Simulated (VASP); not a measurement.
Wanted: the native input for a VASP 6.6.1 run.

```yaml
Task: single point
Functional: LDA
Potentials_or_basis: VASP PAW LDA potentials, release 64 (Cs_sv, O)
Cutoff: 520 eV
k_mesh: 8 × 8 × 8
Occupations: gaussian, width 0.05 eV
Spin: no spin polarisation
Dipole_correction: no
Further_INCAR_settings: ALGO = Normal; EDIFF = 1e-06; NBANDS = 23
```

The structure of CsO lies in POSCAR:

```
CsO
1.0
   -2.2744525000      3.0462125000      3.7585000000
    2.2744525000     -3.0462125000      3.7585000000
    2.2744525000      3.0462125000     -3.7585000000
Cs O
2 2
Direct
    0.2500000000      0.2500000000      0.0000000000
    0.7500000000      0.7500000000      0.0000000000
    0.6200000000      0.0000000000      0.6200000000
    0.3800000000      0.0000000000      0.3800000000
```

This cell differs from its parent crystal: strain +0.0525 x Voigt [1, -1, 0, 0, 0, 0].

One way to write it, as run:

INCAR

```
ALGO     = Normal         # electronic algorithm
EDIFF    = 1E-6           # SCF threshold, eV
ENCUT    = 520            # plane-wave cutoff, eV
ISIF     = 2              # what is computed and relaxed
ISMEAR   = 0              # smearing method
LASPH    = T              # aspherical terms in the spheres
LCHARG   = T              # write CHGCAR
LELF     = T              # ELF
LREAL    = F              # projectors in reciprocal space
LVHAR    = T            
LWAVE    = F              # write WAVECAR
NBANDS   = 23             # bands
NELM     = 100            # most SCF steps
PREC     = Accurate       # precision mode
SIGMA    = 0.05           # smearing width, eV
```

KPOINTS

```
k-points
0
Gamma
  8 8 8
```

Potentials or basis: VASP PAW LDA potentials, release 64 (Cs_sv, O).

The run is started by

```console
$ cat potpaw_LDA.64/Cs_sv/POTCAR potpaw_LDA.64/O/POTCAR > POTCAR
$ mpirun -np 1 vasp_std > vasp.out
```

It gave:

The pressure is -2.4 GPa and the largest force is 0.329 eV/Å. The band gap on the k mesh is 1.34 eV (least direct gap 1.35 eV).

Caveat: the cell differs from its parent crystal (strain +0.0525 x Voigt [1, -1, 0, 0, 0, 0]); spin-orbit coupling is left out, which moves the levels of the heavy elements.

It took 3.8 min on 1 thread of Intel(R) Xeon(R) Platinum 8488C (Sapphire Rapids) (shared host), peak memory 0.32 GiB.
